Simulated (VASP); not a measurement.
# InPt3 (Pm-3m) in VASP: electric field gradients with LDA

Aim: the electric field gradients of InPt3 with LDA.

All numbers are computed with VASP 6.6.1; they aren't measurements. Logs are shortened: lines on timing, memory, paths and dates and some standing lists are left out, and cuts for length are marked.

## 1. The cell of the first run

The structure is cubic, space group Pm-3m (No. 221). Conventional cell: a = 3.966 Å, b = 3.966 Å, c = 3.966 Å, α = 90.00°, β = 90.00°, γ = 90.00°. In (site symmetry m-3m) has 12 Pt at 2.80 Å within 3.7 Å. Within 3.7 Å of Pt (site symmetry 4/mmm) lie 4 In at 2.80 Å and 8 Pt at 2.80 Å.

## 2. Electric field gradients, LDA

File INCAR:

```
PREC = Accurate ; ENCUT = 520
EDIFF = 1E-8 ; ISMEAR = -1
SIGMA = 0.15 ; LREAL = False
LASPH = True ; NELM = 100
ALGO = Normal ; ISIF = 2
LWAVE = False ; LCHARG = False
GGA = CA ; LEFG = True
NBANDS = 30
```

File KPOINTS:

```
Automatic mesh
0
Gamma
  10 10 10
```

File POSCAR:

```
InPt3
1.0
    3.9663730297      0.0000000000      0.0000000000
    0.0000000000      3.9663730297      0.0000000000
    0.0000000000      0.0000000000      3.9663730297
In Pt
1 3
Direct
    0.0000000000      0.0000000000      0.0000000000
    0.5000000000      0.5000000000      0.0000000000
    0.0000000000      0.5000000000      0.5000000000
    0.5000000000      0.0000000000      0.5000000000
```

Potentials or basis: VASP PAW LDA potentials, release 64 (In_d, Pt).

Launch:

```bash
$ cat potpaw_LDA.64/In_d/POTCAR potpaw_LDA.64/Pt/POTCAR > POTCAR
$ mpirun -np 1 vasp_std > vasp.out
```

OUTCAR:

```text
PREC = Accurate
   ENCUT = 520
   EDIFF = 1E-8
   ISMEAR = -1
   LREAL = False
   LASPH = True
   NELM = 100
   ISIF = 2
   GGA = CA

 ion  position               nearest neighbor table
   1  0.000  0.000  0.000-   2 2.80   3 2.80   4 2.80   3 2.80   4 2.80   2 2.80   3 2.80   3 2.80
                             2 2.80   4 2.80   4 2.80   2 2.80
   2  0.500  0.500  0.000-   1 2.80   3 2.80   4 2.80   3 2.80   4 2.80   1 2.80   4 2.80   4 2.80
                             1 2.80   3 2.80   3 2.80   1 2.80
   3  0.000  0.500  0.500-   1 2.80   2 2.80   4 2.80   1 2.80   2 2.80   1 2.80   4 2.80   1 2.80
                             2 2.80   4 2.80   2 2.80   4 2.80
   4  0.500  0.000  0.500-   1 2.80   2 2.80   3 2.80   1 2.80   2 2.80   2 2.80   3 2.80   2 2.80
                             1 2.80   3 2.80   1 2.80   3 2.80

  LATTYP: Found a simple cubic cell.
 ALAT       =     3.9663730297

  Lattice vectors:

 A1 = (   3.9663730297,   0.0000000000,   0.0000000000)
 A2 = (   0.0000000000,   3.9663730297,   0.0000000000)
 A3 = (   0.0000000000,   0.0000000000,   3.9663730297)

Analysis of symmetry for initial positions (statically):
=====================================================================
 Subroutine PRICEL returns:
 Original cell was already a primitive cell.

 Routine SETGRP: Setting up the symmetry group for a
 simple cubic supercell.

 Subroutine GETGRP returns: Found 48 space group operations
 (whereof 48 operations were pure point group operations)
 out of a pool of 48 trial point group operations.

The static configuration has the point symmetry O_h .

Analysis of symmetry for dynamics (positions and initial velocities):
=====================================================================
 Subroutine PRICEL returns:
 Original cell was already a primitive cell.

 Routine SETGRP: Setting up the symmetry group for a
 simple cubic supercell.

 Subroutine GETGRP returns: Found 48 space group operations
 (whereof 48 operations were pure point group operations)
 out of a pool of 48 trial point group operations.

The dynamic configuration has the point symmetry O_h .

 Subroutine INISYM returns: Found 48 space group operations
 (whereof 48 operations are pure point group operations),
 and found     1 'primitive' translations

----------------------------------------------------------------------------------------

                                     Primitive cell

  volume of cell :      62.3994

  direct lattice vectors                    reciprocal lattice vectors
     3.966373030  0.000000000  0.000000000     0.252119504  0.000000000  0.000000000
     0.000000000  3.966373030  0.000000000     0.000000000  0.252119504  0.000000000
     0.000000000  0.000000000  3.966373030     0.000000000  0.000000000  0.252119504

  length of vectors
     3.966373030  3.966373030  3.966373030     0.252119504  0.252119504  0.252119504

  position of ions in fractional coordinates (direct lattice)
     0.000000000  0.000000000  0.000000000
     0.500000000  0.500000000  0.000000000
     0.000000000  0.500000000  0.500000000
     0.500000000  0.000000000  0.500000000

  ion indices of the primitive-cell ions
   primitive index   ion index
                 1           1
                 2           2
                 3           3
                 4           4

----------------------------------------------------------------------------------------

 KPOINTS: Automatic mesh

Automatic generation of k-mesh.
 Grid dimensions read from file:
 generate k-points for:   10   10   10

 Generating k-lattice:

  Cartesian coordinates                     Fractional coordinates (reciprocal lattice)
     0.025211950  0.000000000  0.000000000     0.100000000  0.000000000  0.000000000
     0.000000000  0.025211950  0.000000000     0.000000000  0.100000000  0.000000000
     0.000000000  0.000000000  0.025211950     0.000000000  0.000000000  0.100000000

  Length of vectors
     0.025211950  0.025211950  0.025211950

  Shift w.r.t. Gamma in fractional coordinates (k-lattice)
     0.000000000  0.000000000  0.000000000

 Subroutine IBZKPT returns following result:
 ===========================================

 Found     56 irreducible k-points:

 Following reciprocal coordinates:
            Coordinates               Weight
  0.000000  0.000000  0.000000      1.000000
  0.100000  0.000000  0.000000      6.000000
  0.200000  0.000000  0.000000      6.000000
  0.300000  0.000000  0.000000      6.000000
  0.400000  0.000000  0.000000      6.000000
  0.500000  0.000000  0.000000      3.000000
[... 16 lines left out ...]
  0.200000  0.100000  0.100000     24.000000
  0.300000  0.100000  0.100000     24.000000
 [... further k-points ...]
   k-points           NKPTS =     56   k-points in BZ     NKDIM =     56   number of bands    NBANDS=     30
   number of dos      NEDOS =    301   number of ions     NIONS =      4
   total plane-waves  NPLWV =  27000
   dimension x,y,z NGX =    30 NGY =   30 NGZ =   30
   dimension x,y,z NGXF=    60 NGYF=   60 NGZF=   60
   ions per type =               1   3
   NGX,Y,Z   is equivalent  to a cutoff of  12.57, 12.57, 12.57 a.u.
   NGXF,Y,Z  is equivalent  to a cutoff of  25.15, 25.15, 25.15 a.u.
 SYSTEM =  unknown system
   PREC   = accura    normal or accurate (medium, high low for compatibility)
   ISTART =      0    job   : 0-new  1-cont  2-samecut
   ICHARG =      2    charge: 1-file 2-atom 10-const
   ISPIN  =      1    spin polarized calculation?
   LNONCOLLINEAR =      F non collinear calculations
   LSORBIT =      F    spin-orbit coupling
   LASPH  =      T    aspherical Exc in radial PAW
   ENCUT  =  520.0 eV  38.22 Ry    6.18 a.u.   7.37  7.37  7.37*2*pi/ulx,y,z
   NELM   =    100;   NELMIN=  2; NELMDL= -5     # of ELM steps
   EDIFF  = 0.1E-07   stopping-criterion for ELM
   LREAL  =      F    real-space projection
   EDIFFG = 0.1E-06   stopping-criterion for IOM
   NSW    =      0    number of steps for IOM
   IBRION =     -1    ionic relax: 0-MD 1-quasi-New 2-CG
   NFREE  =      0    steps in history (QN), initial steepest desc. (CG)
   ISIF   =      2    stress and relaxation
   ISYM   =      2    0-nonsym 1-usesym 2-fastsym
   POTIM  = 0.5000    time-step for ionic-motion
   TEBEG  =    0.0;   TEEND  =   0.0 temperature during run
   PSTRESS=    0.0 pullay stress
   NELECT =      43.0000    total number of electrons
   NUPDOWN=      -1.0000    fix difference up-down
   EMIN   =  10.00;   EMAX   =-10.00  energy-range for DOS
   EFERMI =   0.00;   METHOD = LEGACY
   ISMEAR =    -1;   SIGMA  =   0.15  broadening in eV -4-tet -1-fermi 0-gaus
   EFERMI_NEDOS =   21; number of points for ismear=-14 and -15
   IALGO  =     38    algorithm
   IMIX   =      4    mixing-type and parameters
     AMIX     =   0.40;   BMIX     =  1.00
     AMIX_MAG =   1.60;   BMIX_MAG =  1.00
  volume/ion in A,a.u.               =      15.60       105.27
  Fermi-wavevector in a.u.,A,eV,Ry     =   1.446008  2.732559 28.448962  2.090940
  Thomas-Fermi vector in A             =   2.564125
   LORBIT       =      0    0 simple, 1 ext, 2 COOP (PROOUT), +10 PAW based schemes
   GGA     = CA    functional components
   LHFCALC =     F    Hartree Fock is set to
   AEXX    =    0.0000 exact exchange contribution
   IVDW    =     0    specifies the selected vdW correction
   LEPSILON=     F    determine dielectric tensor
   LRPA    =     F    only Hartree local field effects (RPA)
 non-spin polarized calculation
  energy-cutoff  :      520.00
  volume of cell :       62.40
 maximum number of plane-waves:      1743
 NGX is ok and might be reduce to    30
   NGX = 15   NGY = 15   NGZ = 15

 number of electron      43.0000024 magnetization

 Free energy of the ion-electron system (eV)
  ---------------------------------------------------
  ext. energy  EPLUGINS =         0.00000000
  ---------------------------------------------------
  free energy    TOTEN  =       -27.37038218 eV

  energy without entropy =      -27.18157743  energy(sigma->0) =      -27.27597980

 E-fermi :  11.3325     XC(G=0): -13.4139

 val. band max:       11.3294871517   @ k =   0.2000   0.1000   0.1000
 cond. band min:      11.3348632711   @ k =   0.4000   0.3000   0.3000
 fundamental gap:      0.0053761194
 Fermi energy:        11.3324657705

 k-point     1 :       0.0000    0.0000    0.0000
  band No.  band energies     occupation
      1      -3.0491      2.00000
      2      -3.0491      2.00000
      3      -2.9812      2.00000
      4      -2.9812      2.00000
      5      -2.9812      2.00000
      6       0.5204      2.00000
[... 22 lines left out ...]
     29      20.5296      0.00000
     30      20.5296      0.00000

 k-point     2 :       0.1000    0.0000    0.0000
  band No.  band energies     occupation
      1      -3.0415      2.00000
      2      -3.0338      2.00000
      3      -2.9793      2.00000
      4      -2.9742      2.00000
      5      -2.9742      2.00000
      6       0.6429      2.00000
[... 22 lines left out ...]
     29      20.6076      0.00000
     30      20.9593      0.00000

 k-point     3 :       0.2000    0.0000    0.0000
  band No.  band energies     occupation
      1      -3.0218      2.00000
      2      -2.9938      2.00000
      3      -2.9744      2.00000
      4      -2.9558      2.00000
      5      -2.9558      2.00000
      6       1.0062      2.00000
[... 22 lines left out ...]
     29      20.4482      0.00000
     30      21.1362      0.00000

 k-point     4 :       0.3000    0.0000    0.0000
  band No.  band energies     occupation
      1      -2.9975      2.00000
      2      -2.9683      2.00000
      3      -2.9440      2.00000
      4      -2.9328      2.00000
      5      -2.9328      2.00000
      6       1.5956      2.00000
[... 616 lines left out ...]
     29      21.1468      0.00000
     30      21.1468      0.00000

 k-point    23 :       0.2000    0.1000    0.1000
  band No.  band energies     occupation
      1      -3.0051      2.00000
      2      -2.9853      2.00000
      3      -2.9592      2.00000
      4      -2.9495      2.00000
      5      -2.9486      2.00000
      6       1.2411      2.00000
[... 22 lines left out ...]
     29      20.4469      0.00000
     30      21.7197      0.00000

 k-point    24 :       0.3000    0.1000    0.1000
  band No.  band energies     occupation
      1      -2.9845      2.00000
      2      -2.9628      2.00000
      3      -2.9406      2.00000
      4      -2.9311      2.00000
      5      -2.9210      2.00000
      6       1.8161      2.00000
[... 22 lines left out ...]
     29      21.3055      0.00000
     30      21.9905      0.00000

 [... further k-points ...]
[... 5 lines left out ...]
  --------------------------------------------------------------------------------------
  -------------------------------------------------------------------------------------
  Total        0.3097168      0.3097168      0.3097168      0.0000000      0.0000000     -0.0000000
  in kB        7.9523356      7.9523356      7.9523356      0.0000000      0.0000000     -0.0000000
  external PRESSURE =       7.9523356 kB  Pullay stress =       0.0000000 kB

 VOLUME and BASIS-vectors are now :
 -----------------------------------------------------------------------------
  energy-cutoff  :      520.00
  volume of cell :       62.40
      direct lattice vectors                 reciprocal lattice vectors
     3.966373030  0.000000000  0.000000000     0.252119504  0.000000000  0.000000000
     0.000000000  3.966373030  0.000000000     0.000000000  0.252119504  0.000000000
     0.000000000  0.000000000  3.966373030     0.000000000  0.000000000  0.252119504

 POSITION                                       TOTAL-FORCE (eV/Angst)
 -----------------------------------------------------------------------------------
      0.00000      0.00000      0.00000         0.000000      0.000000      0.000000
      1.98319      1.98319      0.00000         0.000000      0.000000      0.000000
      0.00000      1.98319      1.98319         0.000000      0.000000      0.000000
      1.98319      0.00000      1.98319         0.000000      0.000000      0.000000
 -----------------------------------------------------------------------------------
    total drift:                                0.000000      0.000000     -0.000000

  FREE ENERGIE OF THE ION-ELECTRON SYSTEM (eV)
  ---------------------------------------------------
  free  energy   TOTEN  =       -27.3703821770 eV

  energy  without entropy=      -27.1815774284  energy(sigma->0) =      -27.27597980

 Electric field gradients (V/A^2)
---------------------------------------------------------------------
 ion       V_xx      V_yy      V_zz      V_xy      V_xz      V_yz
---------------------------------------------------------------------
   1      -0.000     0.000    -0.000     0.000     0.000     0.000
   2      50.623    50.623  -101.246     0.000    -0.000     0.000
   3    -101.246    50.623    50.623     0.000    -0.000     0.000
   4      50.623  -101.246    50.623     0.000    -0.000     0.000
---------------------------------------------------------------------

 Electric field gradients after diagonalization (V/A^2)
 (convention: |V_zz| > |V_xx| > |V_yy|)
----------------------------------------------------------------------
 ion       V_xx      V_yy      V_zz     asymmetry (V_yy - V_xx)/ V_zz
----------------------------------------------------------------------
   1      -0.000     0.000    -0.000      -0.781
   2      50.623    50.623  -101.246       0.000
   3      50.623    50.623  -101.246       0.000
   4      50.623    50.623  -101.246       0.000
----------------------------------------------------------------------

           NMR quadrupolar parameters

 Cq : quadrupolar parameter    Cq=e*Q*V_zz/h
 eta: asymmetry parameters     (V_yy - V_xx)/ V_zz
 Q  : nuclear electric quadrupole moment in mb (millibarn)
----------------------------------------------------------------------
 ion       Cq(MHz)       eta       Q (mb)
----------------------------------------------------------------------
   1      -0.000      -0.781       1.000
   2      -0.245       0.000       1.000
   3      -0.245       0.000       1.000
   4      -0.245       0.000       1.000
----------------------------------------------------------------------
```

Run time: 87 s. Hardware: 1 thread of Intel Xeon Platinum 8259CL at 2.50GHz (Skylake/Cascade Lake), shared host; peak memory 0.21 GiB.

What came out:

* Free energy: -27.3704 eV
* Pressure: 0.8 GPa

Electric field gradients, principal values (V/Å²):
```tsv
atom	least	middle	greatest (by size)
1 In	0.000	0.000	0.000
2 Pt	50.623	50.623	-101.246
3 Pt	50.623	50.623	-101.246
4 Pt	50.623	50.623	-101.246
```

Caveat: without QUAD_EFG the Cq values of the log hold for a quadrupole moment of 1 mb, not for the nuclei; spin-orbit coupling is left out, which moves the levels of the heavy elements.
